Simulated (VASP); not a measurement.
# Al2O3 (P-6m2) in VASP: a series of runs

Runs on Al2O3. Level: PBE+D3(BJ). Tasks: single point.

Everything below comes from runs of VASP 6.6.1. Logs are shortened: lines on timing, memory, paths and dates and some standing lists are left out, and cuts for length are marked.

## Step 1: The cell of the first run

The structure is hexagonal, space group P-6m2 (No. 187). Conventional cell: a = 2.789 Å, b = 2.789 Å, c = 7.096 Å, α = 90.00°, β = 90.00°, γ = 120.00°. Al (site symmetry 3m) has 6 O at 1.71 to 2.10 Å within 2.3 Å. Within 2.3 Å of O (site symmetry 3m) lie 3 Al at 1.71 Å. Within 2.8 Å of O (site symmetry -6m2) lie 6 Al at 2.10 Å and 12 O at 2.50 to 2.79 Å.

## Step 2: Single point, PBE+D3(BJ)

The input, INCAR:

```
PREC = Accurate ; ENCUT = 520
EDIFF = 1E-7 ; ISMEAR = 0
SIGMA = 0.05 ; LREAL = False
LASPH = True ; NELM = 60
ALGO = Normal ; ISIF = 2
LWAVE = False ; LCHARG = False
GGA = PE ; IVDW = 12
NBANDS = 20
```

The input, KPOINTS:

```
Automatic mesh
0
Gamma
  9 9 4
```

The input, POSCAR:

```
Al2O3
1.0
    2.7886129015      0.0000000000      0.0000000000
   -1.3943064508      2.4150096140      0.0000000000
    0.0000000000      0.0000000000      7.0962667811
Al O
2 3
Direct
    0.0000000000      0.0000000000      0.1907358529
    0.0000000000      0.0000000000      0.8092641471
    0.3333333333      0.6666666667      0.2703868429
    0.6666666667      0.3333333333      0.0000000000
    0.3333333333      0.6666666667      0.7296131571
```

Potentials or basis: VASP PAW PBE potentials, release 64 (Al, O).

Launch:

```sh
$ cat potpaw_PBE.64/Al/POTCAR potpaw_PBE.64/O/POTCAR > POTCAR
$ mpirun -np 1 vasp_std > vasp.out
```

OUTCAR:

```text
PREC = Accurate
   ENCUT = 520
   EDIFF = 1E-7
   ISMEAR = 0
   LREAL = False
   LASPH = True
   NELM = 60
   ISIF = 2
   GGA = PE
   IVDW = 12
 IVDW          = 12

 ion  position               nearest neighbor table
   1  0.000  0.000  0.191-   3 1.71   3 1.71   3 1.71   4 2.10   4 2.10   4 2.10   2 2.71
   2  0.000  0.000  0.809-   5 1.71   5 1.71   5 1.71   4 2.10   4 2.10   4 2.10   1 2.71
   3  0.333  0.667  0.270-   1 1.71   1 1.71   1 1.71
   4  0.667  0.333  0.000-   1 2.10   2 2.10   1 2.10   2 2.10   1 2.10   2 2.10
   5  0.333  0.667  0.730-   2 1.71   2 1.71   2 1.71

  LATTYP: Found a hexagonal cell.
 ALAT       =     2.7886129015
 C/A-ratio  =     2.5447299542

  Lattice vectors:

 A1 = (   2.7886129015,   0.0000000000,   0.0000000000)
 A2 = (  -1.3943064508,   2.4150096140,   0.0000000000)
 A3 = (   0.0000000000,   0.0000000000,   7.0962667811)

Analysis of symmetry for initial positions (statically):
=====================================================================
 Subroutine PRICEL returns:
 Original cell was already a primitive cell.

 Routine SETGRP: Setting up the symmetry group for a
 hexagonal supercell.

 Subroutine GETGRP returns: Found 12 space group operations
 (whereof 12 operations were pure point group operations)
 out of a pool of 24 trial point group operations.

The static configuration has the point symmetry D_3h.

Analysis of symmetry for dynamics (positions and initial velocities):
=====================================================================
 Subroutine PRICEL returns:
 Original cell was already a primitive cell.

 Routine SETGRP: Setting up the symmetry group for a
 hexagonal supercell.

 Subroutine GETGRP returns: Found 12 space group operations
 (whereof 12 operations were pure point group operations)
 out of a pool of 24 trial point group operations.

The dynamic configuration has the point symmetry D_3h.

 Subroutine INISYM returns: Found 12 space group operations
 (whereof 12 operations are pure point group operations),
 and found     1 'primitive' translations

----------------------------------------------------------------------------------------

                                     Primitive cell

  volume of cell :      47.7900

  direct lattice vectors                    reciprocal lattice vectors
     2.788612902  0.000000000  0.000000000     0.358601224  0.207038513  0.000000000
    -1.394306451  2.415009614  0.000000000     0.000000000  0.414077027  0.000000000
     0.000000000  0.000000000  7.096266781     0.000000000  0.000000000  0.140919166

  length of vectors
     2.788612902  2.788612902  7.096266781     0.414077027  0.414077027  0.140919166

  position of ions in fractional coordinates (direct lattice)
     0.000000000  0.000000000  0.190735853
     0.000000000  0.000000000  0.809264147
     0.333333333  0.666666667  0.270386843
     0.666666667  0.333333333  0.000000000
     0.333333333  0.666666667  0.729613157

  ion indices of the primitive-cell ions
   primitive index   ion index
                 1           1
                 2           2
                 3           3
                 4           4
                 5           5

----------------------------------------------------------------------------------------

 KPOINTS: Automatic mesh

Automatic generation of k-mesh.
 Grid dimensions read from file:
 generate k-points for:    9    9    4

 Generating k-lattice:

  Cartesian coordinates                     Fractional coordinates (reciprocal lattice)
     0.039844580  0.023004279  0.000000000     0.111111111  0.000000000  0.000000000
     0.000000000  0.046008559  0.000000000     0.000000000  0.111111111  0.000000000
     0.000000000  0.000000000  0.035229792     0.000000000  0.000000000  0.250000000

  Length of vectors
     0.046008559  0.046008559  0.035229792

  Shift w.r.t. Gamma in fractional coordinates (k-lattice)
     0.000000000  0.000000000  0.000000000

 Subroutine IBZKPT returns following result:
 ===========================================

 Found     36 irreducible k-points:

 Following reciprocal coordinates:
            Coordinates               Weight
  0.000000  0.000000  0.000000      1.000000
  0.111111  0.000000  0.000000      6.000000
  0.222222  0.000000  0.000000      6.000000
  0.333333 -0.000000  0.000000      6.000000
  0.444444  0.000000  0.000000      6.000000
  0.111111  0.111111  0.000000      6.000000
[... 16 lines left out ...]
  0.333333  0.222222  0.250000     24.000000
  0.333333  0.333333  0.250000      4.000000
 [... further k-points ...]
   k-points           NKPTS =     36   k-points in BZ     NKDIM =     36   number of bands    NBANDS=     20
   number of dos      NEDOS =    301   number of ions     NIONS =      5
   total plane-waves  NPLWV =  31104
   dimension x,y,z NGX =    24 NGY =   24 NGZ =   54
   dimension x,y,z NGXF=    48 NGYF=   48 NGZF=  108
   ions per type =               2   3
   NGX,Y,Z   is equivalent  to a cutoff of  14.31, 14.31, 12.65 a.u.
   NGXF,Y,Z  is equivalent  to a cutoff of  28.62, 28.62, 25.30 a.u.
 SYSTEM =  unknown system
   PREC   = accura    normal or accurate (medium, high low for compatibility)
   ISTART =      0    job   : 0-new  1-cont  2-samecut
   ICHARG =      2    charge: 1-file 2-atom 10-const
   ISPIN  =      1    spin polarized calculation?
   LNONCOLLINEAR =      F non collinear calculations
   LSORBIT =      F    spin-orbit coupling
   LASPH  =      T    aspherical Exc in radial PAW
   ENCUT  =  520.0 eV  38.22 Ry    6.18 a.u.   5.18  5.18 13.19*2*pi/ulx,y,z
   NELM   =     60;   NELMIN=  2; NELMDL= -5     # of ELM steps
   EDIFF  = 0.1E-06   stopping-criterion for ELM
   LREAL  =      F    real-space projection
   EDIFFG = 0.1E-05   stopping-criterion for IOM
   NSW    =      0    number of steps for IOM
   IBRION =     -1    ionic relax: 0-MD 1-quasi-New 2-CG
   NFREE  =      0    steps in history (QN), initial steepest desc. (CG)
   ISIF   =      2    stress and relaxation
   ISYM   =      2    0-nonsym 1-usesym 2-fastsym
   POTIM  = 0.5000    time-step for ionic-motion
   TEBEG  =    0.0;   TEEND  =   0.0 temperature during run
   PSTRESS=    0.0 pullay stress
   NELECT =      24.0000    total number of electrons
   NUPDOWN=      -1.0000    fix difference up-down
   EMIN   =  10.00;   EMAX   =-10.00  energy-range for DOS
   EFERMI =   0.00;   METHOD = LEGACY
   ISMEAR =     0;   SIGMA  =   0.05  broadening in eV -4-tet -1-fermi 0-gaus
   EFERMI_NEDOS =   21; number of points for ismear=-14 and -15
   IALGO  =     38    algorithm
   IMIX   =      4    mixing-type and parameters
     AMIX     =   0.40;   BMIX     =  1.00
     AMIX_MAG =   1.60;   BMIX_MAG =  1.00
  volume/ion in A,a.u.               =       9.56        64.50
  Fermi-wavevector in a.u.,A,eV,Ry     =   1.301266  2.459037 23.038669  1.693294
  Thomas-Fermi vector in A             =   2.432411
   LORBIT       =      0    0 simple, 1 ext, 2 COOP (PROOUT), +10 PAW based schemes
   GGA     = PE    functional components
   LHFCALC =     F    Hartree Fock is set to
   AEXX    =    0.0000 exact exchange contribution
   IVDW    =    12    specifies the selected vdW correction
   LEPSILON=     F    determine dielectric tensor
   LRPA    =     F    only Hartree local field effects (RPA)
 non-spin polarized calculation
 Gauss-broadening in eV      SIGMA  =   0.05
  energy-cutoff  :      520.00
  volume of cell :       47.79
 maximum number of plane-waves:      1303
 NGX is ok and might be reduce to    24
   NGX = 11   NGY = 11   NGZ = 27

 number of electron      24.0000006 magnetization

 Free energy of the ion-electron system (eV)
  ---------------------------------------------------
  ext. energy  EPLUGINS =         0.00000000
  ---------------------------------------------------
  free energy    TOTEN  =       -35.62094542 eV

  energy without entropy =      -35.62094542  energy(sigma->0) =      -35.62094542

 E-fermi :   4.9437     XC(G=0): -10.6218

 val. band max:        4.6810657719   @ k =   0.1111   0.1111   0.0000
 cond. band min:      10.2974445076   @ k =   0.0000   0.0000   0.0000
 fundamental gap:      5.6163787358
 Fermi energy:         4.9436537198

 k-point     1 :       0.0000    0.0000    0.0000
  band No.  band energies     occupation
      1     -15.1395      2.00000
      2     -14.0730      2.00000
      3     -12.2376      2.00000
      4      -0.6150      2.00000
      5       1.6366      2.00000
      6       2.4016      2.00000
[... 12 lines left out ...]
     19      20.4540      0.00000
     20      20.5080      0.00000

 k-point     2 :       0.1111    0.0000    0.0000
  band No.  band energies     occupation
      1     -14.9658      2.00000
      2     -13.9431      2.00000
      3     -12.1764      2.00000
      4      -0.5482      2.00000
      5       1.3082      2.00000
      6       2.0377      2.00000
[... 12 lines left out ...]
     19      20.4003      0.00000
     20      20.7794      0.00000

 k-point     3 :       0.2222    0.0000    0.0000
  band No.  band energies     occupation
      1     -14.4784      2.00000
      2     -13.5943      2.00000
      3     -12.0376      2.00000
      4      -0.6393      2.00000
      5       0.2068      2.00000
      6       1.3003      2.00000
[... 12 lines left out ...]
     19      19.5517      0.00000
     20      20.3688      0.00000

 k-point     4 :       0.3333   -0.0000    0.0000
  band No.  band energies     occupation
      1     -13.7930      2.00000
      2     -13.1557      2.00000
      3     -11.9482      2.00000
      4      -1.3604      2.00000
      5      -1.0793      2.00000
      6       0.3073      2.00000
[... 429 lines left out ...]
 k-point    23 :       0.3333    0.2222    0.2500
  band No.  band energies     occupation
      1     -12.9134      2.00000
      2     -12.7262      2.00000
      3     -12.0047      2.00000
      4      -1.6147      2.00000
      5      -1.5101      2.00000
      6      -0.2427      2.00000
[... 12 lines left out ...]
     19      19.0183      0.00000
     20      19.2921      0.00000

 k-point    24 :       0.3333    0.3333    0.2500
  band No.  band energies     occupation
      1     -12.7019      2.00000
      2     -12.6385      2.00000
      3     -12.0586      2.00000
      4      -1.4964      2.00000
      5      -1.3749      2.00000
      6      -0.1298      2.00000
[... 12 lines left out ...]
     19      18.9390      0.00000
     20      18.9651      0.00000

 [... further k-points ...]

------------------------ aborting loop because EDIFF is reached ----------------------------------------

 Edisp (eV)   -1.06040

 E8    (eV) :    -0.4011

  FORCE on cell =-STRESS in cart. coord.  units (eV):
  Direction    XX          YY          ZZ          XY          YZ          ZX
  --------------------------------------------------------------------------------------
  -------------------------------------------------------------------------------------
  Total       9.77867     9.77867     6.05131    -0.00000     0.00000     0.00000
  in kB     327.83363   327.83363   202.87248    -0.00000     0.00000     0.00000
  external pressure =      286.18 kB  Pullay stress =        0.00 kB

 VOLUME and BASIS-vectors are now :
 -----------------------------------------------------------------------------
  energy-cutoff  :      520.00
  volume of cell :       47.79
      direct lattice vectors                 reciprocal lattice vectors
     2.788612902  0.000000000  0.000000000     0.358601224  0.207038513  0.000000000
    -1.394306451  2.415009614  0.000000000     0.000000000  0.414077027  0.000000000
     0.000000000  0.000000000  7.096266781     0.000000000  0.000000000  0.140919166

 POSITION                                       TOTAL-FORCE (eV/Angst)
 -----------------------------------------------------------------------------------
      0.00000      0.00000      1.35351         0.000000      0.000000     -2.009410
      0.00000      0.00000      5.74275        -0.000000      0.000000      2.009410
     -0.00000      1.61001      1.91874         0.000000     -0.000000      3.066783
      1.39431      0.80500      0.00000        -0.000000      0.000000      0.000000
     -0.00000      1.61001      5.17753         0.000000     -0.000000     -3.066783
 -----------------------------------------------------------------------------------
    total drift:                                0.000000     -0.000000      0.000000

  FREE ENERGIE OF THE ION-ELECTRON SYSTEM (eV)
  ---------------------------------------------------
  free  energy   TOTEN  =       -36.6813487386 eV

  energy  without entropy=      -36.6813487386  energy(sigma->0) =      -36.68134874
```

It took 30 s on 1 thread of Intel Xeon Platinum 8175M at 2.50GHz (Skylake/Cascade Lake), shared host; peak memory 0.2 GiB.

Results:

| Property | Result |
| --- | --- |
| Free energy | -36.6813 eV |
| Pressure | 28.6 GPa |
| Largest force | 3.067 eV/Å |
| Band gap on the k mesh | 5.62 eV, indirect (least direct gap 5.84 eV) |
| Dispersion energy per atom | -0.212 eV |

Forces on the atoms (eV/Å):
```
Al   0.000  0.000 -2.009
Al   0.000  0.000  2.009
O    0.000  0.000  3.067
O    0.000  0.000  0.000
O    0.000  0.000 -3.067
```

Levels at points of the mesh, in eV from the valence-band top:
| k point | band 10 | band 11 | band 12 | band 13 | band 14 | band 15 |
| --- | --- | --- | --- | --- | --- | --- |
| (0.00, 0.00, 0.00) | -0.57 | -0.57 | -0.22 | 5.62 | 8.04 | 9.35 |
| (0.00, 0.00, 0.50) | -0.87 | -0.56 | -0.56 | 6.36 | 7.46 | 8.87 |

Caveat: forces of over 1 eV/Å act on the atoms, so gaps and moduli don't describe the material at rest.

## Step 3: Single point, PBE+D3(BJ)

The input, INCAR:

```
PREC = Accurate
ENCUT = 520
EDIFF = 1E-6
ISMEAR = 0
SIGMA = 0.05
LREAL = False
LASPH = True
NELM = 60
ALGO = Normal
ISIF = 2
LWAVE = False
LCHARG = False
GGA = PE
IVDW = 12
NBANDS = 20
```

KPOINTS is that of step 2.

Edit POSCAR of step 2 so:

```diff
@@ -10,4 +10,4 @@
     0.0000000000      0.0000000000      0.8092641471
-    0.3333333333      0.6666666667      0.2703868429
+    0.3333333333      0.6666666667      0.2840924954
     0.6666666667      0.3333333333      0.0000000000
-    0.3333333333      0.6666666667      0.7296131571
+    0.3333333333      0.6666666667      0.7159075046
```

Potentials or basis: VASP PAW PBE potentials, release 64 (Al, O).

Launch:

```sh
$ cat potpaw_PBE.64/Al/POTCAR potpaw_PBE.64/O/POTCAR > POTCAR
$ mpirun -np 1 vasp_std > vasp.out
```

OUTCAR:

```text
PREC = Accurate
   ENCUT = 520
   EDIFF = 1E-6
   ISMEAR = 0
   LREAL = False
   LASPH = True
   NELM = 60
   ISIF = 2
   GGA = PE
   IVDW = 12
 IVDW          = 12

 ion  position               nearest neighbor table
   1  0.000  0.000  0.191-   3 1.74   3 1.74   3 1.74   4 2.10   4 2.10   4 2.10   2 2.71
   2  0.000  0.000  0.809-   5 1.74   5 1.74   5 1.74   4 2.10   4 2.10   4 2.10   1 2.71
   3  0.333  0.667  0.284-   1 1.74   1 1.74   1 1.74
   4  0.667  0.333  0.000-   1 2.10   2 2.10   1 2.10   2 2.10   1 2.10   2 2.10
   5  0.333  0.667  0.716-   2 1.74   2 1.74   2 1.74

[... 761 lines left out ...]
  -------------------------------------------------------------------------------------
  Total       6.45262     6.45262     3.67255    -0.00000    -0.00000    -0.00000
  in kB     216.32641   216.32641   123.12355    -0.00000    -0.00000    -0.00000
  external pressure =      185.26 kB  Pullay stress =        0.00 kB

 VOLUME and BASIS-vectors are now :
 -----------------------------------------------------------------------------
  energy-cutoff  :      520.00
  volume of cell :       47.79
      direct lattice vectors                 reciprocal lattice vectors
     2.788612902  0.000000000  0.000000000     0.358601224  0.207038513  0.000000000
    -1.394306451  2.415009614  0.000000000     0.000000000  0.414077027  0.000000000
     0.000000000  0.000000000  7.096266781     0.000000000  0.000000000  0.140919166

 POSITION                                       TOTAL-FORCE (eV/Angst)
 -----------------------------------------------------------------------------------
      0.00000      0.00000      1.35351         0.000000      0.000000     -0.286041
      0.00000      0.00000      5.74275         0.000000      0.000000      0.286041
     -0.00000      1.61001      2.01600        -0.000000      0.000000      1.082762
      1.39431      0.80500      0.00000         0.000000     -0.000000      0.000000
     -0.00000      1.61001      5.08027        -0.000000      0.000000     -1.082762
 -----------------------------------------------------------------------------------
    total drift:                                0.000000     -0.000000      0.000000

  FREE ENERGIE OF THE ION-ELECTRON SYSTEM (eV)
  ---------------------------------------------------
  free  energy   TOTEN  =       -37.0853448107 eV

  energy  without entropy=      -37.0853448107  energy(sigma->0) =      -37.08534481
```

It took 29 s on 1 thread of Intel Xeon Platinum 8175M at 2.50GHz (Skylake/Cascade Lake), shared host; peak memory 0.2 GiB.

Results:

```yaml
Free_energy: -37.0853 eV
Pressure: 18.5 GPa
Largest_force: 1.083 eV/Å
Band_gap_on_the_k_mesh: 5.32 eV, indirect (least direct gap 5.47 eV)
Dispersion_energy_per_atom: -0.212 eV
```

Forces in eV/Å, atoms in the order of the input:
```
Al   0.000  0.000 -0.286
Al   0.000  0.000  0.286
O    0.000  0.000  1.083
O    0.000  0.000  0.000
O    0.000  0.000 -1.083
```

Levels at points of the mesh, in eV from the valence-band top:
| k point | band 10 | band 11 | band 12 | band 13 | band 14 | band 15 |
| --- | --- | --- | --- | --- | --- | --- |
| (0.00, 0.00, 0.00) | -0.86 | -0.86 | -0.15 | 5.32 | 8.11 | 9.41 |
| (0.00, 0.00, 0.50) | -0.96 | -0.85 | -0.85 | 5.81 | 7.97 | 8.88 |

Caveat: forces of over 1 eV/Å act on the atoms, so gaps and moduli don't describe the material at rest. A k mesh can miss the band edges.

(Continued in part 2 of 2.)
